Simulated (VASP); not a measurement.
# Si2W in VASP: notebook

The runs below take Si2W through single point, with PBE.

Everything below comes from runs of VASP 6.6.1. Logs are shortened: lines on timing, memory, paths and dates and some standing lists are left out, and cuts for length are marked.

### 1 The cell of the first run

The cell holds a slab with vacuum, 9 atoms: a = 3.229 Å, b = 3.229 Å, c = 25.470 Å, α = 90.00°, β = 90.00°, γ = 90.00°.

### 2 Single point, PBE

INCAR reads:

```
ALGO = Normal
DIPOL = 0.5 0.5 0.500
EDIFF = 1E-6
ENCUT = 520
GGA = PE
IDIPOL = 3
ISIF = 2
ISMEAR = 0
LASPH = T
LCHARG = F
LDIPOL = T
LREAL = F
LWAVE = F
NBANDS = 43
NELM = 100
PREC = Accurate
SIGMA = 0.1
```

KPOINTS reads:

```
k-points
0
Gamma
  11 11 1
```

POSCAR reads:

```
Si2W
1.0
    3.2291363681      0.0000000000      0.0000000000
    0.0000000000      3.2291363681      0.0000000000
    0.0000000000      0.0000000000     25.4697396020
Si W
6 3
Direct
    0.0000000000      0.0000000000      0.2944670859
    0.0000000000      0.0000000000      0.3966587462
    0.5000000000      0.5000000000      0.4489041699
    0.5000000000      0.5000000000      0.5510958301
    0.0000000000      0.0000000000      0.6033412538
    0.0000000000      0.0000000000      0.7055329141
    0.5000000000      0.5000000000      0.3455629161
    0.0000000000      0.0000000000      0.5000000000
    0.5000000000      0.5000000000      0.6544370839
```

Potentials or basis: VASP PAW PBE potentials, release 64 (Si, W_sv).

Launch:

```console
$ cat potpaw_PBE.64/Si/POTCAR potpaw_PBE.64/W_sv/POTCAR > POTCAR
$ mpirun -np 1 vasp_std > vasp.out
```

OUTCAR:

```text
EDIFF = 1E-6
   ENCUT = 520
   GGA = PE
   ISIF = 2
   ISMEAR = 0
   LASPH = T
   LREAL = F
   NELM = 100
   PREC = Accurate

 ion  position               nearest neighbor table
   1  0.000  0.000  0.294-   2 2.60   7 2.63   7 2.63   7 2.63   7 2.63
   2  0.000  0.000  0.397-   1 2.60   7 2.63   7 2.63   7 2.63   7 2.63   8 2.63   3 2.64   3 2.64
                             3 2.64   3 2.64
   3  0.500  0.500  0.449-   4 2.60   8 2.63   8 2.63   8 2.63   8 2.63   7 2.63   2 2.64   2 2.64
                             2 2.64   2 2.64
   4  0.500  0.500  0.551-   3 2.60   8 2.63   8 2.63   8 2.63   8 2.63   9 2.63   5 2.64   5 2.64
                             5 2.64   5 2.64
   5  0.000  0.000  0.603-   6 2.60   9 2.63   9 2.63   9 2.63   9 2.63   8 2.63   4 2.64   4 2.64
                             4 2.64   4 2.64
   6  0.000  0.000  0.706-   5 2.60   9 2.63   9 2.63   9 2.63   9 2.63
   7  0.500  0.500  0.346-   2 2.63   2 2.63   2 2.63   2 2.63   1 2.63   1 2.63   1 2.63   1 2.63
                             3 2.63
   8  0.000  0.000  0.500-   3 2.63   4 2.63   3 2.63   4 2.63   3 2.63   4 2.63   3 2.63   4 2.63
                             2 2.63   5 2.63
   9  0.500  0.500  0.654-   5 2.63   5 2.63   5 2.63   5 2.63   6 2.63   6 2.63   6 2.63   6 2.63
                             4 2.63

  LATTYP: Found a simple tetragonal cell.
 ALAT       =     3.2291363681
 C/A-ratio  =     7.8874772381

  Lattice vectors:

 A1 = (   3.2291363681,   0.0000000000,   0.0000000000)
 A2 = (   0.0000000000,   3.2291363681,   0.0000000000)
 A3 = (   0.0000000000,   0.0000000000,  25.4697396020)

Analysis of symmetry for initial positions (statically):
=====================================================================
 Subroutine PRICEL returns:
 Original cell was already a primitive cell.

 Routine SETGRP: Setting up the symmetry group for a
 simple tetragonal supercell.

 Subroutine GETGRP returns: Found 16 space group operations
 (whereof 16 operations were pure point group operations)
 out of a pool of 16 trial point group operations.

The static configuration has the point symmetry D_4h.

Analysis of symmetry for dynamics (positions and initial velocities):
=====================================================================
 Subroutine PRICEL returns:
 Original cell was already a primitive cell.

 Routine SETGRP: Setting up the symmetry group for a
 simple tetragonal supercell.

 Subroutine GETGRP returns: Found 16 space group operations
 (whereof 16 operations were pure point group operations)
 out of a pool of 16 trial point group operations.

The dynamic configuration has the point symmetry D_4h.

 Subroutine INISYM returns: Found 16 space group operations
 (whereof 16 operations are pure point group operations),
 and found     1 'primitive' translations

----------------------------------------------------------------------------------------

                                     Primitive cell

  volume of cell :     265.5812

  direct lattice vectors                    reciprocal lattice vectors
     3.229136368  0.000000000  0.000000000     0.309680325  0.000000000  0.000000000
     0.000000000  3.229136368  0.000000000     0.000000000  0.309680325  0.000000000
     0.000000000  0.000000000 25.469739602     0.000000000  0.000000000  0.039262278

  length of vectors
     3.229136368  3.229136368 25.469739602     0.309680325  0.309680325  0.039262278

  position of ions in fractional coordinates (direct lattice)
     0.000000000  0.000000000  0.294467086
     0.000000000  0.000000000  0.396658746
     0.500000000  0.500000000  0.448904170
     0.500000000  0.500000000  0.551095830
     0.000000000  0.000000000  0.603341254
     0.000000000  0.000000000  0.705532914
     0.500000000  0.500000000  0.345562916
     0.000000000  0.000000000  0.500000000
     0.500000000  0.500000000  0.654437084

  ion indices of the primitive-cell ions
   primitive index   ion index
                 1           1
                 2           2
                 3           3
                 4           4
                 5           5
                 6           6
                 7           7
                 8           8
                 9           9

----------------------------------------------------------------------------------------

 KPOINTS: k-points

Automatic generation of k-mesh.
 Grid dimensions read from file:
 generate k-points for:   11   11    1

 Generating k-lattice:

  Cartesian coordinates                     Fractional coordinates (reciprocal lattice)
     0.028152757  0.000000000  0.000000000     0.090909091  0.000000000  0.000000000
     0.000000000  0.028152757  0.000000000     0.000000000  0.090909091  0.000000000
     0.000000000  0.000000000  0.039262278     0.000000000  0.000000000  1.000000000

  Length of vectors
     0.028152757  0.028152757  0.039262278

  Shift w.r.t. Gamma in fractional coordinates (k-lattice)
     0.000000000  0.000000000  0.000000000

 Subroutine IBZKPT returns following result:
 ===========================================

 Found     21 irreducible k-points:

 Following reciprocal coordinates:
            Coordinates               Weight
  0.000000  0.000000  0.000000      1.000000
  0.090909  0.000000  0.000000      4.000000
  0.181818  0.000000  0.000000      4.000000
  0.272727  0.000000  0.000000      4.000000
  0.363636  0.000000  0.000000      4.000000
  0.454545  0.000000  0.000000      4.000000
[... 13 lines left out ...]
  0.454545  0.363636  0.000000      8.000000
  0.454545  0.454545  0.000000      4.000000
   k-points           NKPTS =     21   k-points in BZ     NKDIM =     21   number of bands    NBANDS=     43
   number of dos      NEDOS =    301   number of ions     NIONS =      9
   total plane-waves  NPLWV = 110592
   dimension x,y,z NGX =    24 NGY =   24 NGZ =  192
   dimension x,y,z NGXF=    48 NGYF=   48 NGZF=  384
   ions per type =               6   3
   NGX,Y,Z   is equivalent  to a cutoff of  12.36, 12.36, 12.53 a.u.
   NGXF,Y,Z  is equivalent  to a cutoff of  24.71, 24.71, 25.06 a.u.
 SYSTEM =  unknown system
   PREC   = accura    normal or accurate (medium, high low for compatibility)
   ISTART =      0    job   : 0-new  1-cont  2-samecut
   ICHARG =      2    charge: 1-file 2-atom 10-const
   ISPIN  =      1    spin polarized calculation?
   LNONCOLLINEAR =      F non collinear calculations
   LSORBIT =      F    spin-orbit coupling
   LASPH  =      T    aspherical Exc in radial PAW
   ENCUT  =  520.0 eV  38.22 Ry    6.18 a.u.   6.00  6.00 47.36*2*pi/ulx,y,z
   NELM   =    100;   NELMIN=  2; NELMDL= -5     # of ELM steps
   EDIFF  = 0.1E-05   stopping-criterion for ELM
   LREAL  =      F    real-space projection
   EDIFFG = 0.1E-04   stopping-criterion for IOM
   NSW    =      0    number of steps for IOM
   IBRION =     -1    ionic relax: 0-MD 1-quasi-New 2-CG
   NFREE  =      0    steps in history (QN), initial steepest desc. (CG)
   ISIF   =      2    stress and relaxation
   ISYM   =      2    0-nonsym 1-usesym 2-fastsym
   POTIM  = 0.5000    time-step for ionic-motion
   TEBEG  =    0.0;   TEEND  =   0.0 temperature during run
   PSTRESS=    0.0 pullay stress
   NELECT =      66.0000    total number of electrons
   NUPDOWN=      -1.0000    fix difference up-down
   EMIN   =  10.00;   EMAX   =-10.00  energy-range for DOS
   EFERMI =   0.00;   METHOD = LEGACY
   ISMEAR =     0;   SIGMA  =   0.10  broadening in eV -4-tet -1-fermi 0-gaus
   EFERMI_NEDOS =   21; number of points for ismear=-14 and -15
   IALGO  =     38    algorithm
   IMIX   =      4    mixing-type and parameters
     AMIX     =   0.40;   BMIX     =  1.00
     AMIX_MAG =   1.60;   BMIX_MAG =  1.00
  volume/ion in A,a.u.               =      29.51       199.14
  Fermi-wavevector in a.u.,A,eV,Ry     =   1.029257  1.945013 14.413596  1.059369
  Thomas-Fermi vector in A             =   2.163295
   LORBIT       =      0    0 simple, 1 ext, 2 COOP (PROOUT), +10 PAW based schemes
   GGA     = PE    functional components
   LHFCALC =     F    Hartree Fock is set to
   AEXX    =    0.0000 exact exchange contribution
   IVDW    =     0    specifies the selected vdW correction
   LEPSILON=     F    determine dielectric tensor
   LRPA    =     F    only Hartree local field effects (RPA)
 non-spin polarized calculation
 Gauss-broadening in eV      SIGMA  =   0.10
  energy-cutoff  :      520.00
  volume of cell :      265.58
 maximum number of plane-waves:      7228
   NGX = 13   NGY = 13   NGZ = 95

 dipolmoment           0.000000      0.000000     -0.000000 electrons x Angstroem

 number of electron      65.9999998 magnetization

 dipolmoment           0.000000      0.000000      0.000000 electrons x Angstroem

 Free energy of the ion-electron system (eV)
  ---------------------------------------------------
  ext. energy  EPLUGINS =         0.00000000
  ---------------------------------------------------
  free energy    TOTEN  =       -71.16645152 eV

  energy without entropy =      -71.13982331  energy(sigma->0) =      -71.15313742

 E-fermi :   2.9815     XC(G=0):  -6.6185

 val. band max:        2.9560370819   @ k =   0.4545   0.0000   0.0000
 cond. band min:       3.0045362251   @ k =   0.4545   0.0909   0.0000
 fundamental gap:      0.0484991432
 Fermi energy:         2.9814536251

 k-point     1 :       0.0000    0.0000    0.0000
  band No.  band energies     occupation
      1     -70.7875      2.00000
      2     -70.7875      2.00000
      3     -70.7369      2.00000
      4     -35.0320      2.00000
      5     -35.0314      2.00000
      6     -34.9945      2.00000
[... 35 lines left out ...]
     42       5.8512      0.00000
     43       6.5551      0.00000

 k-point     2 :       0.0909    0.0000    0.0000
  band No.  band energies     occupation
      1     -70.7870      2.00000
      2     -70.7870      2.00000
      3     -70.7363      2.00000
      4     -35.0302      2.00000
      5     -35.0296      2.00000
      6     -35.0108      2.00000
[... 35 lines left out ...]
     42       6.5600      0.00000
     43       6.6462      0.00000

 k-point     3 :       0.1818    0.0000    0.0000
  band No.  band energies     occupation
      1     -70.7855      2.00000
      2     -70.7855      2.00000
      3     -70.7349      2.00000
      4     -35.0542      2.00000
      5     -35.0542      2.00000
      6     -35.0374      2.00000
[... 35 lines left out ...]
     42       6.6430      0.00000
     43       7.5161      0.00000

 k-point     4 :       0.2727    0.0000    0.0000
  band No.  band energies     occupation
      1     -70.7836      2.00000
      2     -70.7836      2.00000
      3     -70.7329      2.00000
      4     -35.1106      2.00000
      5     -35.1106      2.00000
      6     -35.0943      2.00000
[... 725 lines left out ...]
     42       6.8401      0.00000
     43       6.9618      0.00000

 k-point    20 :       0.4545    0.3636    0.0000
  band No.  band energies     occupation
      1     -70.7752      2.00000
      2     -70.7752      2.00000
      3     -70.7244      2.00000
      4     -35.1688      2.00000
      5     -35.1688      2.00000
      6     -35.1530      2.00000
[... 35 lines left out ...]
     42       6.2947      0.00000
     43       6.5783      0.00000

 k-point    21 :       0.4545    0.4545    0.0000
  band No.  band energies     occupation
      1     -70.7741      2.00000
      2     -70.7741      2.00000
      3     -70.7234      2.00000
      4     -35.1648      2.00000
      5     -35.1647      2.00000
      6     -35.1643      2.00000
[... 35 lines left out ...]
     42       6.5324      0.00000
     43       6.7639      0.00000

------------------------ aborting loop because EDIFF is reached ----------------------------------------

 vacuum level on the upper side and lower side of the slab       (xc-potential included)        -0.131        -0.131

  FORCE on cell =-STRESS in cart. coord.  units (eV):
  Direction    XX          YY          ZZ          XY          YZ          ZX
  --------------------------------------------------------------------------------------
  -------------------------------------------------------------------------------------
  Total       -1.9152588     -1.9152588     -2.3921376      0.0000000      0.0000000      0.0000000
  in kB      -11.5542239    -11.5542239    -14.4311008      0.0000000      0.0000000      0.0000000
  external PRESSURE =     -12.5131828 kB  Pullay stress =       0.0000000 kB

 VOLUME and BASIS-vectors are now :
 -----------------------------------------------------------------------------
  energy-cutoff  :      520.00
  volume of cell :      265.58
      direct lattice vectors                 reciprocal lattice vectors
     3.229136368  0.000000000  0.000000000     0.309680325  0.000000000  0.000000000
     0.000000000  3.229136368  0.000000000     0.000000000  0.309680325  0.000000000
     0.000000000  0.000000000 25.469739602     0.000000000  0.000000000  0.039262278

 POSITION                                       TOTAL-FORCE (eV/Angst)
 -----------------------------------------------------------------------------------
      0.00000      0.00000      7.50000        -0.000000     -0.000000      0.313669
      0.00000      0.00000     10.10279        -0.000000     -0.000000     -0.299414
      1.61457      1.61457     11.43347        -0.000000     -0.000000     -0.407061
      1.61457      1.61457     14.03627        -0.000000     -0.000000      0.407061
      0.00000      0.00000     15.36694        -0.000000     -0.000000      0.299414
      0.00000      0.00000     17.96974         0.000000     -0.000000     -0.313669
      1.61457      1.61457      8.80140        -0.000000      0.000000      0.216105
      0.00000      0.00000     12.73487        -0.000000     -0.000000      0.000000
      1.61457      1.61457     16.66834         0.000000      0.000000     -0.216105
 -----------------------------------------------------------------------------------
    total drift:                                0.000000      0.000000      0.000000

  FREE ENERGIE OF THE ION-ELECTRON SYSTEM (eV)
  ---------------------------------------------------
  free  energy   TOTEN  =       -71.1664515206 eV

  energy  without entropy=      -71.1398233123  energy(sigma->0) =      -71.15313742

 vacuum level on the upper side and lower side of the slab         7.422         7.422
```

It took 11 min on 1 thread of AMD EPYC 7R13, shared host; peak memory 0.42 GiB.

Results:

```
Free energy            : -71.1665 eV
Largest force          : 0.407 eV/Å
Band gap on the k mesh : zero (band 33 reaches 3.66 eV, above the bottom of band 34 at 2.92 eV)
```

Forces on the atoms (eV/Å):
```
Si   0.000  0.000  0.314
Si   0.000  0.000 -0.299
Si   0.000  0.000 -0.407
Si   0.000  0.000  0.407
Si   0.000  0.000  0.299
Si   0.000  0.000 -0.314
W    0.000  0.000  0.216
W    0.000  0.000  0.000
W    0.000  0.000 -0.216
```

Levels at points of the mesh, in eV from the Fermi level:
| k point | band 30 | band 31 | band 32 | band 33 | band 34 | band 35 | band 36 | band 37 |
| --- | --- | --- | --- | --- | --- | --- | --- | --- |
| (0.00, 0.00, 0.00) | -0.51 | 0.56 | 0.56 | 0.68 | 0.81 | 0.88 | 0.91 | 0.95 |

Caveat: spin-orbit coupling is left out, which moves the levels of the heavy elements.

### 3 Single point, PBE

INCAR reads:

```
SYSTEM = Si2W
ALGO = Normal
DIPOL = 0.5 0.5 0.500
EDIFF = 1E-6
ENCUT = 520
GGA = PE
IDIPOL = 3
ISIF = 2
ISMEAR = 0
LASPH = .TRUE.
LCHARG = .FALSE.
LDIPOL = .TRUE.
LREAL = .FALSE.
LWAVE = .FALSE.
NBANDS = 43
NELM = 80
PREC = Accurate
SIGMA = 0.1
```

KPOINTS reads:

```
k-points
0
G
  11 11 1
  0 0 0
```

POSCAR is that of step 2.

Potentials or basis: VASP PAW PBE potentials, release 64 (Si, W_sv).

Launch:

```console
$ cat potpaw_PBE.64/Si/POTCAR potpaw_PBE.64/W_sv/POTCAR > POTCAR
$ mpirun -np 1 vasp_std > vasp.out
```

It took 9.6 min on 1 thread of AMD EPYC 7R13, shared host; peak memory 0.42 GiB.

Results (log left out):

```yaml
Free_energy: -71.1665 eV
Largest_force: 0.407 eV/Å
Band_gap_on_the_k_mesh: zero (band 33 reaches 3.66 eV, above the bottom of band 34 at 2.92 eV)
```

Forces on the atoms (eV/Å):
```
Si   0.000  0.000  0.314
Si   0.000  0.000 -0.299
Si   0.000  0.000 -0.407
Si   0.000  0.000  0.407
Si   0.000  0.000  0.299
Si   0.000  0.000 -0.314
W    0.000  0.000  0.216
W    0.000  0.000  0.000
W    0.000  0.000 -0.216
```

Levels at points of the mesh, in eV from the Fermi level:
```tsv
k point	band 31	band 32	band 33	band 34	band 35	band 36
(0.00, 0.00, 0.00)	0.56	0.56	0.68	0.81	0.88	0.91
```

Caveat: spin-orbit coupling is left out, which moves the levels of the heavy elements.

### 4 Single point, PBE

INCAR reads:

```
ALGO = Normal
DIPOL = 0.5 0.5 0.500
EDIFF = 1E-6
ENCUT = 520
GGA = PE
IDIPOL = 3
ISIF = 2
ISMEAR = 0
LASPH = True
LCHARG = False
LDIPOL = True
LREAL = False
LWAVE = False
NBANDS = 43
NELM = 60
PREC = Accurate
SIGMA = 0.1
```

KPOINTS reads:

```
k-points
0
Gamma
  11 11 1
```

POSCAR reads:

```
Si2W
1.0
    3.2291363681      0.0000000000      0.0000000000
    0.0000000000      3.2291363681      0.0000000000
    0.0000000000      0.0000000000     25.4697396020
Si W
6 3
Direct
    0.0000000000      0.0000000000      0.2970396220
    0.0000000000      0.0000000000      0.3969765865
    0.5000000000      0.5000000000      0.4482859995
    0.5000000000      0.5000000000      0.5517140018
    0.0000000000      0.0000000000      0.6030234149
    0.0000000000      0.0000000000      0.7029603772
    0.5000000000      0.5000000000      0.3466561634
    0.0000000000      0.0000000000      0.4999999979
    0.5000000000      0.5000000000      0.6533438368
```

Launch:

```console
$ cat potpaw_PBE.64/Si/POTCAR potpaw_PBE.64/W_sv/POTCAR > POTCAR
$ mpirun -np 1 vasp_std > vasp.out
```

Wall time 8.4 min (1 thread of AMD EPYC 7R13, shared host); peak memory 0.42 GiB.

It converged, with:

```yaml
Free_energy: -71.1977 eV
Largest_force: 0.015 eV/Å
Band_gap_on_the_k_mesh: zero (band 33 reaches 3.72 eV, above the bottom of band 34 at 2.91 eV)
```

Forces on the atoms (eV/Å):
```
Si   0.000  0.000 -0.009
Si   0.000  0.000 -0.010
Si   0.000  0.000 -0.015
Si   0.000  0.000  0.015
Si   0.000  0.000  0.010
Si   0.000  0.000  0.009
W    0.000  0.000  0.008
W    0.000  0.000  0.000
W    0.000  0.000 -0.008
```

Levels at points of the mesh, in eV from the Fermi level:
```
           k point  band 29  band 30  band 31  band 32  band 33  band 34  band 35  band 36  band 37  band 38
(0.00, 0.00, 0.00)    -0.51    -0.51     0.53     0.53     0.73     0.78     0.80     0.96     0.99     1.78
```

Caveat: spin-orbit coupling is left out, which moves the levels of the heavy elements.
